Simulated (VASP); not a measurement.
# NaGa2 (P6/mmm) in VASP: notebook, part 3 of 4

VASP 6.6.1.

### Step 4. Relaxation of cell and atoms, PBE

This run uses another cell than the first one, of 22.88 Å³/atom.

Contents of INCAR:

```
SYSTEM = NaGa2
PREC = Accurate
ENCUT = 600
EDIFF = 1E-6
ISMEAR = 0
SIGMA = 0.1
LREAL = .False.
LASPH = .True.
NELM = 60
ALGO = Fast
ISIF = 3
LWAVE = .False.
LCHARG = .False.
GGA = PE
IBRION = 2
NSW = 100
EDIFFG = -0.01
```

Contents of KPOINTS:

```
regular mesh
0
Gamma
  12 12 12
  0 0 0
```

Contents of POSCAR:

```
NaGa2
1.0
    4.3583126171      0.0000000000      0.0000000000
   -2.1791563085      3.7744094440      0.0000000000
    0.0000000000      0.0000000000      4.1730460696
Na Ga
1 2
Direct
    0.0000000000      0.0000000000      0.0000000000
    0.3333333333      0.6666666667      0.5000000000
    0.6666666667      0.3333333333      0.5000000000
```

Potentials or basis: VASP PAW PBE potentials, release 64 (Na_pv, Ga_d).

Started as:

```console
$ cat potpaw_PBE.64/Na_pv/POTCAR potpaw_PBE.64/Ga_d/POTCAR > POTCAR
$ mpirun -np 1 vasp_std > vasp.out
```

OUTCAR:

```text
SYSTEM = NaGa2
   PREC = Accurate
   ENCUT = 600
   EDIFF = 1E-6
   ISMEAR = 0
   LREAL = .False.
   LASPH = .True.
   NELM = 60
   ISIF = 3
   GGA = PE
   IBRION = 2
   NSW = 100
   EDIFFG = -0.01

 ion  position               nearest neighbor table
   1  0.000  0.000  0.000-
   2  0.333  0.667  0.500-   3 2.52   3 2.52   3 2.52
   3  0.667  0.333  0.500-   2 2.52   2 2.52   2 2.52

  LATTYP: Found a hexagonal cell.
 ALAT       =     4.3583126171
 C/A-ratio  =     0.9574912211

  Lattice vectors:

 A1 = (   4.3583126171,   0.0000000000,   0.0000000000)
 A2 = (  -2.1791563085,   3.7744094440,   0.0000000000)
 A3 = (   0.0000000000,   0.0000000000,   4.1730460696)

Analysis of symmetry for initial positions (statically):
=====================================================================
 Subroutine PRICEL returns:
 Original cell was already a primitive cell.

 Routine SETGRP: Setting up the symmetry group for a
 hexagonal supercell.

 Subroutine GETGRP returns: Found 24 space group operations
 (whereof 24 operations were pure point group operations)
 out of a pool of 24 trial point group operations.

The static configuration has the point symmetry D_6h.

Analysis of symmetry for dynamics (positions and initial velocities):
=====================================================================
 Subroutine PRICEL returns:
 Original cell was already a primitive cell.

 Routine SETGRP: Setting up the symmetry group for a
 hexagonal supercell.

 Subroutine GETGRP returns: Found 24 space group operations
 (whereof 24 operations were pure point group operations)
 out of a pool of 24 trial point group operations.

The dynamic configuration has the point symmetry D_6h.

 Subroutine INISYM returns: Found 24 space group operations
 (whereof 24 operations are pure point group operations),
 and found     1 'primitive' translations

----------------------------------------------------------------------------------------

                                     Primitive cell

  volume of cell :      68.6468

  direct lattice vectors                    reciprocal lattice vectors
     4.358312617  0.000000000  0.000000000     0.229446597  0.132471055  0.000000000
    -2.179156309  3.774409444  0.000000000     0.000000000  0.264942109  0.000000000
     0.000000000  0.000000000  4.173046070     0.000000000  0.000000000  0.239633108

  length of vectors
     4.358312617  4.358312617  4.173046070     0.264942109  0.264942109  0.239633108

  position of ions in fractional coordinates (direct lattice)
     0.000000000  0.000000000  0.000000000
     0.333333333  0.666666667  0.500000000
     0.666666667  0.333333333  0.500000000

  ion indices of the primitive-cell ions
   primitive index   ion index
                 1           1
                 2           2
                 3           3

----------------------------------------------------------------------------------------

 KPOINTS: regular mesh

Automatic generation of k-mesh.
 Grid dimensions read from file:
 generate k-points for:   12   12   12

 Generating k-lattice:

[... 54 lines left out ...]
   ICHARG =      2    charge: 1-file 2-atom 10-const
   ISPIN  =      1    spin polarized calculation?
   LNONCOLLINEAR =      F non collinear calculations
   LSORBIT =      F    spin-orbit coupling
   LASPH  =      T    aspherical Exc in radial PAW
   ENCUT  =  600.0 eV  44.10 Ry    6.64 a.u.   8.70  8.70  8.33*2*pi/ulx,y,z
   NELM   =     60;   NELMIN=  2; NELMDL= -5     # of ELM steps
   EDIFF  = 0.1E-05   stopping-criterion for ELM
   LREAL  =      F    real-space projection
   EDIFFG = -.1E-01   stopping-criterion for IOM
   NSW    =    100    number of steps for IOM
   IBRION =      2    ionic relax: 0-MD 1-quasi-New 2-CG
   NFREE  =      1    steps in history (QN), initial steepest desc. (CG)
   ISIF   =      3    stress and relaxation
   ISYM   =      2    0-nonsym 1-usesym 2-fastsym
   POTIM  = 0.5000    time-step for ionic-motion
   TEBEG  =    0.0;   TEEND  =   0.0 temperature during run
   PSTRESS=    0.0 pullay stress
   NELECT =      33.0000    total number of electrons
   NUPDOWN=      -1.0000    fix difference up-down
   EMIN   =  10.00;   EMAX   =-10.00  energy-range for DOS
   EFERMI =   0.00;   METHOD = LEGACY
   ISMEAR =     0;   SIGMA  =   0.10  broadening in eV -4-tet -1-fermi 0-gaus
   EFERMI_NEDOS =   21; number of points for ismear=-14 and -15
   IALGO  =     68    algorithm
   IMIX   =      4    mixing-type and parameters
     AMIX     =   0.40;   BMIX     =  1.00
     AMIX_MAG =   1.60;   BMIX_MAG =  1.00
  volume/ion in A,a.u.               =      22.88       154.42
  Fermi-wavevector in a.u.,A,eV,Ry     =   1.282447  2.423473 22.377084  1.644669
  Thomas-Fermi vector in A             =   2.414758
   LORBIT       =      0    0 simple, 1 ext, 2 COOP (PROOUT), +10 PAW based schemes
   GGA     = PE    functional components
   LHFCALC =     F    Hartree Fock is set to
   AEXX    =    0.0000 exact exchange contribution
   IVDW    =     0    specifies the selected vdW correction
   LEPSILON=     F    determine dielectric tensor
   LRPA    =     F    only Hartree local field effects (RPA)
 conjugate gradient relaxation of ions
 non-spin polarized calculation
 RMM-DIIS sequential band-by-band and
 Gauss-broadening in eV      SIGMA  =   0.10
  energy-cutoff  :      600.00
  volume of cell :       68.65
 maximum number of plane-waves:      2308
 NGX is ok and might be reduce to    36
   NGX = 17   NGY = 17   NGZ = 17

--------------------------------------- Ionic step        1  -------------------------------------------

 number of electron      32.9999973 magnetization

 Free energy of the ion-electron system (eV)
  ---------------------------------------------------
  ext. energy  EPLUGINS =         0.00000000
  ---------------------------------------------------
  free energy    TOTEN  =        -7.43780280 eV

  energy without entropy =       -7.43187437  energy(sigma->0) =       -7.43483858

------------------------ aborting loop because EDIFF is reached ----------------------------------------

  FORCE on cell =-STRESS in cart. coord.  units (eV):
  Direction    XX          YY          ZZ          XY          YZ          ZX
  --------------------------------------------------------------------------------------
  -------------------------------------------------------------------------------------
  Total        0.6239126      0.6239126     -0.2817042      0.0000000     -0.0000000      0.0000000
  in kB       14.5617570     14.5617570     -6.5748120      0.0000000     -0.0000000      0.0000000
  external PRESSURE =       7.5162340 kB  Pullay stress =       0.0000000 kB
[... 92 lines left out ...]
  FREE ENERGIE OF THE ION-ELECTRON SYSTEM (eV)
  ---------------------------------------------------
  free  energy   TOTEN  =        -7.4500782938 eV

  energy  without entropy=       -7.4441063820  energy(sigma->0) =       -7.44709234

[... ionic steps 4 to 7 ...]

--------------------------------------- Ionic step        8  -------------------------------------------

 number of electron      32.9999977 magnetization

------------------------ aborting loop because EDIFF is reached ----------------------------------------
[... 69 lines left out ...]
--------------------------------------- Ionic step       10  -------------------------------------------

 number of electron      32.9999993 magnetization

 Free energy of the ion-electron system (eV)
  ---------------------------------------------------
  ext. energy  EPLUGINS =         0.00000000
  ---------------------------------------------------
  free energy    TOTEN  =        -7.49198435 eV

  energy without entropy =       -7.48778059  energy(sigma->0) =       -7.48988247

 E-fermi :   3.5211     XC(G=0):  -9.5806

 val. band max:        3.5149205098   @ k =   0.1667   0.0833   0.5000
 cond. band min:       3.5873996750   @ k =   0.2500   0.0000   0.5000
 fundamental gap:      0.0724791652
 Fermi energy:         3.5210855654

 k-point     1 :       0.0000    0.0000    0.0000
  band No.  band energies     occupation
      1     -20.6733      2.00000
      2     -20.6690      2.00000
      3     -20.6690      2.00000
      4     -11.4190      2.00000
      5     -11.3017      2.00000
      6     -11.3017      2.00000
[... 541 lines left out ...]
     19       8.9496      0.00000
     20       9.4030      0.00000

 [... further k-points ...]

------------------------ aborting loop because EDIFF is reached ----------------------------------------

  FORCE on cell =-STRESS in cart. coord.  units (eV):
  Direction    XX          YY          ZZ          XY          YZ          ZX
  --------------------------------------------------------------------------------------
  -------------------------------------------------------------------------------------
  Total        0.0078267      0.0078267     -0.0109678      0.0000000     -0.0000000     -0.0000000
  in kB        0.1969990      0.1969990     -0.2760602      0.0000000     -0.0000000     -0.0000000
  external PRESSURE =       0.0393126 kB  Pullay stress =       0.0000000 kB
[... 18 lines left out ...]
  FREE ENERGIE OF THE ION-ELECTRON SYSTEM (eV)
  ---------------------------------------------------
  free  energy   TOTEN  =        -7.4919843526 eV

  energy  without entropy=       -7.4877805919  energy(sigma->0) =       -7.48988247

 reached required accuracy - stopping structural energy minimisation
```

OSZICAR:

```text
N       E                     dE             d eps       ncg     rms          rms(c)
DAV:   1     0.218238835456E+03    0.21824E+03   -0.18605E+04  5368   0.282E+03
DAV:   2     0.122315744196E+02   -0.20601E+03   -0.20184E+03  5468   0.493E+02
DAV:   3    -0.714003409970E+01   -0.19372E+02   -0.19000E+02  5920   0.142E+02
[... 99 lines left out ...]
RMM:   4    -0.749194593249E+01    0.19964E-02   -0.38713E-03  6318   0.812E-01    0.242E-02
RMM:   5    -0.749198032462E+01   -0.34392E-04   -0.68668E-04  7019   0.283E-01    0.638E-03
RMM:   6    -0.749198256198E+01   -0.22374E-05   -0.73089E-05  6775   0.105E-01    0.215E-03
RMM:   7    -0.749198417375E+01   -0.16118E-05   -0.17797E-05  5994   0.451E-02    0.671E-04
RMM:   8    -0.749198435258E+01   -0.17884E-06   -0.30835E-06  3762   0.222E-02
  10 F= -.74919844E+01 E0= -.74898825E+01  d E =-.126620E-02
```

CONTCAR:

```text
NaGa2
   1.00000000000000
     4.5274534721821409    0.0000000000021694    0.0000000000000000
    -2.2637267360372508    3.9208897213129883   -0.0000000000000000
     0.0000000000000001   -0.0000000000000002    3.5858133522018534
  Na              Ga
     1     2
Direct
     0.0000000000000000    0.0000000000000000    0.0000000000000000
     0.3333333332999970    0.6666666667000030    0.5000000000000000
     0.6666666667000030    0.3333333332999970    0.5000000000000000

  0.00000000E+00  0.00000000E+00  0.00000000E+00
  0.00000000E+00  0.00000000E+00  0.00000000E+00
  0.00000000E+00  0.00000000E+00  0.00000000E+00
```

It took 10 min on 1 thread of Intel Xeon 6975P-C (Granite Rapids), shared host; peak memory 0.35 GiB.

Results:

| Property | Result |
| --- | --- |
| Free energy | -7.4920 eV |
| Relaxed volume | 21.22 Å³/atom |
| Relaxed cell | a = 4.527 Å, b = 4.527 Å, c = 3.586 Å, α = 90.00°, β = 90.00°, γ = 120.00° |
| Space group after relaxing (to 0.1 Å) | P6/mmm (No. 191) |
| Energy gained by relaxing | 18.1 meV/atom |
| Ionic steps | 10 |
| Pressure after relaxing | 0.0 GPa |
| Band gap on the k mesh | zero (an odd number of electrons rules out a gap without spin polarisation) |

Step by step:
```tsv
step	energy change (eV)	largest force (eV/Å)	pressure (GPa)	volume (Å³)
1	0.0000	0.0000	0.75	68.65
2	-0.0098	0.0000	-0.03	69.71
3	-0.0123	0.0000	-0.64	70.63
4	-0.0186	0.0000	-0.68	70.06
5	-0.0345	0.0000	-0.70	68.31
6	-0.0528	0.0000	-0.48	64.59
7	-0.0524	0.0000	-0.41	63.95
8	-0.0529	0.0000	-0.44	64.42
9	-0.0516	0.0000	0.66	62.60
10	-0.0542	0.0000	0.00	63.65
```

Final structure:
```
Na Ga
1.0
     4.52745    0.00000    0.00000
    -2.26373    3.92089    0.00000
     0.00000    0.00000    3.58581
Na Ga
1 2
Direct
  0.00000 0.00000 0.00000
  0.33333 0.66667 0.50000
  0.66667 0.33333 0.50000
```

(Part 3 of 4 ends here.)

The gap in the log of VASP goes by the Fermi energy; the results here count the filled bands.